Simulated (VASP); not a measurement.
Set up this calculation in VASP 6.6.1, as the native input.

* Task: single point
* Functional: LDA
* Potentials or basis: VASP PAW LDA potentials, release 64 (Y_sv, Rh_pv)
* Cutoff: 500 eV
* k mesh: 12 × 12 × 12
* Occupations: fermi-dirac, width 0.15 eV
* Spin: no spin polarisation
* Dipole correction: no
* Further INCAR settings: ALGO = Normal; EDIFF = 1e-06; NBANDS = 20

The structure of YRh lies in POSCAR:

```
YRh
1.0
    3.3519509070      0.0000000000      0.0000000000
    0.0000000000      3.3519509070      0.0000000000
    0.0000000000      0.0000000000      3.3519509070
Y Rh
1 1
Direct
    0.5000000000      0.5000000000      0.5000000000
    0.0000000000      0.0000000000      0.0000000000
```

The input as run:

INCAR

```
SYSTEM = YRh
PREC = Accurate
ENCUT = 500
EDIFF = 1E-6
ISMEAR = -1
SIGMA = 0.15
LREAL = .FALSE.
LASPH = .TRUE.
NELM = 120
ALGO = Normal
ISIF = 2
LWAVE = .FALSE.
LCHARG = .FALSE.
GGA = CA
NBANDS = 20
GGA_COMPAT = .FALSE.
```

KPOINTS

```
regular mesh
0
G
  12 12 12
  0 0 0
```

Potentials or basis: VASP PAW LDA potentials, release 64 (Y_sv, Rh_pv).

Run with:

```sh
$ cat potpaw_LDA.64/Y_sv/POTCAR potpaw_LDA.64/Rh_pv/POTCAR > POTCAR
$ mpirun -np 1 vasp_std > vasp.out
```

Results of the run:

The pressure is 0.2 GPa and the band gap on the k mesh is zero (band 13 reaches 7.27 eV, above the bottom of band 14 at 6.36 eV).

Run time: 67 s on 1 thread of AMD EPYC 7R43 64-Core Processor (Zen 3), on a shared host, peak memory 0.15 GiB.
